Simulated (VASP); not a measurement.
# Si7O16 (a cell with a defect) in VASP: single point with PBE+D3(BJ)

Aim: the single point of Si7O16 (a cell with a defect) with PBE+D3(BJ).

Program: VASP 6.6.1. These are calculated values, not measurements. Logs are shortened: lines on timing, memory, paths and dates and some standing lists are left out, and cuts for length are marked.

## Step 1: The cell of the first run

The cell holds a defect, 23 atoms: a = 5.910 Å, b = 5.910 Å, c = 5.330 Å, α = 90.00°, β = 90.00°, γ = 90.00°.

## Step 2: Single point, PBE+D3(BJ)

The input, INCAR:

```
PREC = Accurate
ENCUT = 520
EDIFF = 1E-7
ISMEAR = 0
SIGMA = 0.02
LREAL = Auto
LASPH = True
NELM = 80
ALGO = Normal
ISIF = 2
LWAVE = False
LCHARG = False
GGA = PE
IVDW = 12
NBANDS = 79
```

The input, KPOINTS:

```
regular mesh
0
Gamma
  2 2 3
```

The input, POSCAR:

```
Si7O16
1.0
   -4.1790000000     -4.1790000000      0.0000000000
    4.1790000000     -4.1790000000      0.0000000000
    0.0000000000      0.0000000000      5.3298000000
Si O
7 16
Direct
    0.5003491266      0.4852881072      0.0006497430
    0.5004309643      0.4890212970      0.5004015160
    0.0003350084      0.6193718593      0.9970867575
    0.0003924384      0.0479669777     -0.0000333971
    0.5003795166     -0.0076223977      0.2509007843
    0.0004028476      0.0001243120      0.4992039101
    0.5004484326     -0.0075271596      0.7486218995
    0.2203375209      0.4728790380     -0.0007983414
    0.0004840871      0.1945254846      0.2651459717
    0.7803553482      0.4727626226     -0.0000238283
    0.0004404164      0.8070948792      0.2290812038
    0.2136453697      0.4969117014      0.5017955646
    0.0003627662      0.1941466858      0.7343904086
    0.7872029194      0.4968588179      0.5018021314
    0.0003449390      0.8073293850      0.7669047619
    0.6938887294     -0.0005496530     -0.0002797478
    0.5003156257      0.6886453697      0.2478079853
    0.3069765494     -0.0005496530     -0.0003784382
    0.5002572386      0.2906288586      0.2559092274
    0.6960927255     -0.0164693707      0.4995791587
    0.5005847093      0.6889139746      0.7526169838
    0.3047586743     -0.0164894712      0.4996677174
    0.5005312276      0.2903910026      0.7445054223
```

Potentials or basis: VASP PAW PBE potentials, release 64 (Si, O).

Command:

```bash
$ cat potpaw_PBE.64/Si/POTCAR potpaw_PBE.64/O/POTCAR > POTCAR
$ mpirun -np 1 vasp_std > vasp.out
```

OUTCAR:

```text
PREC = Accurate
   ENCUT = 520
   EDIFF = 1E-7
   ISMEAR = 0
   LREAL = Auto
   LASPH = True
   NELM = 80
   ISIF = 2
   GGA = PE
   IVDW = 12
 IVDW          = 12

 ion  position               nearest neighbor table
   1  0.500  0.485  0.001-  10 1.66   8 1.66  19 1.78  17 1.78  23 1.79  21 1.79   2 2.66   2 2.67
                             3 3.06   3 3.06
   2  0.500  0.489  0.500-  14 1.70  12 1.70  23 1.75  19 1.75  21 1.79  17 1.79   1 2.66   1 2.67

   3  0.000  0.619  0.997-   8 1.56  10 1.56  15 1.66  11 1.66   4 2.53   1 3.06   1 3.06
   4  0.000  0.048  1.000-   9 1.66  13 1.66  16 1.83  18 1.83  11 1.88  15 1.89   3 2.53   6 2.68
                             6 2.68
   5  0.500  0.992  0.251-  20 1.76  22 1.76  18 1.76  16 1.76  19 1.76  17 1.80   7 2.65   7 2.68

   6  0.000  0.000  0.499-   9 1.70  13 1.70  20 1.80  22 1.80  15 1.83  11 1.84   4 2.68   4 2.68

   7  0.500  0.992  0.749-  18 1.76  16 1.76  23 1.76  22 1.76  20 1.76  21 1.79   5 2.65   5 2.68

   8  0.220  0.473  0.999-   3 1.56   1 1.66
   9  0.000  0.195  0.265-   4 1.66   6 1.70
  10  0.780  0.473  1.000-   3 1.56   1 1.66
  11  0.000  0.807  0.229-   3 1.66   6 1.84   4 1.88
  12  0.214  0.497  0.502-   2 1.70
  13  0.000  0.194  0.734-   4 1.66   6 1.70
  14  0.787  0.497  0.502-   2 1.70
  15  0.000  0.807  0.767-   3 1.66   6 1.83   4 1.89
  16  0.694  0.999  1.000-   7 1.76   5 1.76   4 1.83
  17  0.500  0.689  0.248-   1 1.78   2 1.79   5 1.80
  18  0.307  0.999  1.000-   7 1.76   5 1.76   4 1.83
  19  0.500  0.291  0.256-   2 1.75   5 1.76   1 1.78
  20  0.696  0.984  0.500-   5 1.76   7 1.76   6 1.80
  21  0.501  0.689  0.753-   1 1.79   2 1.79   7 1.79
  22  0.305  0.984  0.500-   5 1.76   7 1.76   6 1.80
  23  0.501  0.290  0.745-   2 1.75   7 1.76   1 1.79

  LATTYP: Found a simple tetragonal cell.
 ALAT       =     5.9099984772
 C/A-ratio  =     0.9018276435

  Lattice vectors:

 A1 = (  -4.1790000000,  -4.1790000000,   0.0000000000)
 A2 = (   4.1790000000,  -4.1790000000,   0.0000000000)
 A3 = (   0.0000000000,   0.0000000000,   5.3298000000)

Analysis of symmetry for initial positions (statically):
=====================================================================
 Subroutine PRICEL returns:
 Original cell was already a primitive cell.

 Routine SETGRP: Setting up the symmetry group for a
 simple tetragonal supercell.

 Subroutine GETGRP returns: Found  1 space group operations
 (whereof  1 operations were pure point group operations)
 out of a pool of 16 trial point group operations.

The static configuration has the point symmetry C_1 .

Analysis of symmetry for dynamics (positions and initial velocities):
=====================================================================
 Subroutine PRICEL returns:
 Original cell was already a primitive cell.

 Routine SETGRP: Setting up the symmetry group for a
 simple tetragonal supercell.

 Subroutine GETGRP returns: Found  1 space group operations
 (whereof  1 operations were pure point group operations)
 out of a pool of 16 trial point group operations.

The dynamic configuration has the point symmetry C_1 .

 Subroutine INISYM returns: Found  1 space group operations
 (whereof  1 operations are pure point group operations),
 and found     1 'primitive' translations

----------------------------------------------------------------------------------------

                                     Primitive cell

  volume of cell :     186.1597

  direct lattice vectors                    reciprocal lattice vectors
    -4.179000000 -4.179000000  0.000000000    -0.119645848 -0.119645848  0.000000000
     4.179000000 -4.179000000  0.000000000     0.119645848 -0.119645848  0.000000000
     0.000000000  0.000000000  5.329800000     0.000000000  0.000000000  0.187624301

  length of vectors
     5.909998477  5.909998477  5.329800000     0.169204781  0.169204781  0.187624301

  position of ions in fractional coordinates (direct lattice)
     0.500349127  0.485288107  0.000649743
     0.500430964  0.489021297  0.500401516
     0.000335008  0.619371859  0.997086757
     0.000392438  0.047966978  0.999966603
     0.500379517  0.992377602  0.250900784
     0.000402848  0.000124312  0.499203910
[... 15 lines left out ...]
     0.304758674  0.983510529  0.499667717
     0.500531228  0.290391003  0.744505422

  ion indices of the primitive-cell ions
   primitive index   ion index
                 1           1
                 2           2
                 3           3
                 4           4
                 5           5
                 6           6
[... 15 lines left out ...]
                22          22
                23          23

----------------------------------------------------------------------------------------

 KPOINTS: regular mesh

Automatic generation of k-mesh.
 Grid dimensions read from file:
 generate k-points for:    2    2    3

 Generating k-lattice:

  Cartesian coordinates                     Fractional coordinates (reciprocal lattice)
    -0.059822924 -0.059822924  0.000000000     0.500000000  0.000000000  0.000000000
     0.059822924 -0.059822924  0.000000000     0.000000000  0.500000000  0.000000000
     0.000000000  0.000000000  0.062541434     0.000000000  0.000000000  0.333333333

  Length of vectors
     0.084602391  0.084602391  0.062541434

  Shift w.r.t. Gamma in fractional coordinates (k-lattice)
     0.000000000  0.000000000  0.000000000

 Subroutine IBZKPT returns following result:
 ===========================================

 Found      8 irreducible k-points:

 Following reciprocal coordinates:
            Coordinates               Weight
  0.000000  0.000000  0.000000      1.000000
  0.500000  0.000000  0.000000      1.000000
  0.000000  0.500000  0.000000      1.000000
  0.500000  0.500000  0.000000      1.000000
  0.000000  0.000000  0.333333      2.000000
  0.500000  0.000000  0.333333      2.000000
  0.000000  0.500000  0.333333      2.000000
  0.500000  0.500000  0.333333      2.000000
   k-points           NKPTS =      8   k-points in BZ     NKDIM =      8   number of bands    NBANDS=     79
   number of dos      NEDOS =    301   number of ions     NIONS =     23
   total plane-waves  NPLWV =  92160
   dimension x,y,z NGX =    48 NGY =   48 NGZ =   40
   dimension x,y,z NGXF=    96 NGYF=   96 NGZF=   80
   ions per type =               7  16
   NGX,Y,Z   is equivalent  to a cutoff of  13.50, 13.50, 12.48 a.u.
   NGXF,Y,Z  is equivalent  to a cutoff of  27.00, 27.00, 24.95 a.u.
 SYSTEM =  unknown system
   PREC   = accura    normal or accurate (medium, high low for compatibility)
   ISTART =      0    job   : 0-new  1-cont  2-samecut
   ICHARG =      2    charge: 1-file 2-atom 10-const
   ISPIN  =      1    spin polarized calculation?
   LNONCOLLINEAR =      F non collinear calculations
   LSORBIT =      F    spin-orbit coupling
   LASPH  =      T    aspherical Exc in radial PAW
   ENCUT  =  520.0 eV  38.22 Ry    6.18 a.u.  10.99 10.99  9.91*2*pi/ulx,y,z
   NELM   =     80;   NELMIN=  2; NELMDL= -5     # of ELM steps
   EDIFF  = 0.1E-06   stopping-criterion for ELM
   LREAL  =      T    real-space projection
   EDIFFG = 0.1E-05   stopping-criterion for IOM
   NSW    =      0    number of steps for IOM
   IBRION =     -1    ionic relax: 0-MD 1-quasi-New 2-CG
   NFREE  =      0    steps in history (QN), initial steepest desc. (CG)
   ISIF   =      2    stress and relaxation
   ISYM   =      2    0-nonsym 1-usesym 2-fastsym
   POTIM  = 0.5000    time-step for ionic-motion
   TEBEG  =    0.0;   TEEND  =   0.0 temperature during run
   PSTRESS=    0.0 pullay stress
   NELECT =     124.0000    total number of electrons
   NUPDOWN=      -1.0000    fix difference up-down
   EMIN   =  10.00;   EMAX   =-10.00  energy-range for DOS
   EFERMI =   0.00;   METHOD = LEGACY
   ISMEAR =     0;   SIGMA  =   0.02  broadening in eV -4-tet -1-fermi 0-gaus
   EFERMI_NEDOS =   21; number of points for ismear=-14 and -15
   IALGO  =     38    algorithm
   IMIX   =      4    mixing-type and parameters
     AMIX     =   0.40;   BMIX     =  1.00
     AMIX_MAG =   1.60;   BMIX_MAG =  1.00
  volume/ion in A,a.u.               =       8.09        54.62
  Fermi-wavevector in a.u.,A,eV,Ry     =   1.429728  2.701795 27.811981  2.044123
  Thomas-Fermi vector in A             =   2.549650
   LORBIT       =      0    0 simple, 1 ext, 2 COOP (PROOUT), +10 PAW based schemes
   GGA     = PE    functional components
   LHFCALC =     F    Hartree Fock is set to
   AEXX    =    0.0000 exact exchange contribution
   IVDW    =    12    specifies the selected vdW correction
   LEPSILON=     F    determine dielectric tensor
   LRPA    =     F    only Hartree local field effects (RPA)
 non-spin polarized calculation
 Gauss-broadening in eV      SIGMA  =   0.02
  energy-cutoff  :      520.00
  volume of cell :      186.16
 maximum number of plane-waves:      5031
 NGX is ok and might be reduce to    48
   NGX = 21   NGY = 21   NGZ = 19

 number of electron     123.9999980 magnetization

 Free energy of the ion-electron system (eV)
  ---------------------------------------------------
  ext. energy  EPLUGINS =         0.00000000
  ---------------------------------------------------
  free energy    TOTEN  =      -162.34414345 eV

  energy without entropy =     -162.33976190  energy(sigma->0) =     -162.34195268

 E-fermi :   6.4512     XC(G=0): -11.9616

 val. band max:        6.4438544259   @ k =   0.5000   0.5000   0.3333
 cond. band min:       6.4717275584   @ k =   0.0000   0.0000   0.3333
 fundamental gap:      0.0278731325
 Fermi energy:         6.4512030717

 k-point     1 :       0.0000    0.0000    0.0000
  band No.  band energies     occupation
      1     -15.6331      2.00000
      2     -14.0578      2.00000
      3     -13.4277      2.00000
      4     -13.0948      2.00000
      5     -12.9767      2.00000
      6     -12.5896      2.00000
[... 66 lines left out ...]
     73      16.6277      0.00000
     74      16.7409      0.00000
[... 537 lines left out ...]
     73      16.7398      0.00000
     74      17.0657      0.00000
 [bands above 74 left out]

------------------------ aborting loop because EDIFF is reached ----------------------------------------

 Edisp (eV)   -4.98484

 E8    (eV) :    -1.6824

  FORCE on cell =-STRESS in cart. coord.  units (eV):
  Direction    XX          YY          ZZ          XY          YZ          ZX
  --------------------------------------------------------------------------------------
  -------------------------------------------------------------------------------------
  Total      20.99370    20.96955    11.48652     0.86033     0.12051    -0.11109
  in kB     180.68158   180.47379    98.85832     7.40440     1.03719    -0.95613
  external pressure =      153.34 kB  Pullay stress =        0.00 kB

 VOLUME and BASIS-vectors are now :
 -----------------------------------------------------------------------------
  energy-cutoff  :      520.00
  volume of cell :      186.16
      direct lattice vectors                 reciprocal lattice vectors
    -4.179000000 -4.179000000  0.000000000    -0.119645848 -0.119645848  0.000000000
     4.179000000 -4.179000000  0.000000000     0.119645848 -0.119645848  0.000000000
     0.000000000  0.000000000  5.329800000     0.000000000  0.000000000  0.187624301

 POSITION                                       TOTAL-FORCE (eV/Angst)
 -----------------------------------------------------------------------------------
     -0.06294     -4.11898      0.00346        -0.032664      0.034080     -0.043089
     -0.04768     -4.13492      2.66704         0.000279      0.001769     -0.010664
      2.58695     -2.58976      5.31427        -0.024724      0.034401      0.084871
      0.19881     -0.20209      5.32962         0.005322     -0.007630      0.004348
      2.05606     -6.23823      1.33725         0.001376     -0.001028      0.000077
     -0.00116     -0.00220      2.66066        -0.053421      0.049968      0.008404
[... 15 lines left out ...]
      2.83650     -5.38368      2.66313         0.016548      0.013789     -0.004502
     -0.87818     -3.30526      3.96806        -0.000242      0.004827     -0.007159
 -----------------------------------------------------------------------------------
    total drift:                                0.004316     -0.004976     -0.000213

  FREE ENERGIE OF THE ION-ELECTRON SYSTEM (eV)
  ---------------------------------------------------
  free  energy   TOTEN  =      -167.3289805534 eV

  energy  without entropy=     -167.3245990044  energy(sigma->0) =     -167.32678978
```

Run time: 4 min. Hardware: 1 thread of Intel Xeon Platinum 8259CL at 2.50GHz (Skylake/Cascade Lake), shared host; peak memory 0.31 GiB.

What came out:

- Free energy: -167.3290 eV
- Pressure: 15.3 GPa
- Largest force: 0.095 eV/Å
- Band gap on the k mesh: zero (band 62 reaches 6.53 eV, above the bottom of band 63 at 6.41 eV)
- Dispersion energy per atom: -0.217 eV

Forces in eV/Å, atoms in the order of the input:
```
Si  -0.033  0.034 -0.043
Si   0.000  0.002 -0.011
Si  -0.025  0.034  0.085
Si   0.005 -0.008  0.004
Si   0.001 -0.001  0.000
Si  -0.053  0.050  0.008
Si  -0.002 -0.001 -0.007
O   -0.030 -0.029  0.014
O    0.040 -0.043  0.008
O    0.022  0.009  0.000
O    0.009 -0.011  0.035
O    0.058  0.062 -0.027
O    0.042 -0.044 -0.016
O   -0.064 -0.060 -0.026
O    0.005 -0.004 -0.008
O   -0.012 -0.013 -0.001
O    0.010 -0.007 -0.004
O    0.019  0.019  0.000
O   -0.007  0.009  0.003
O   -0.011 -0.013 -0.003
O    0.009 -0.005  0.000
O    0.017  0.014 -0.005
O    0.000  0.005 -0.007
```

Caveat: the k points lie up to 0.53 Å⁻¹ apart.
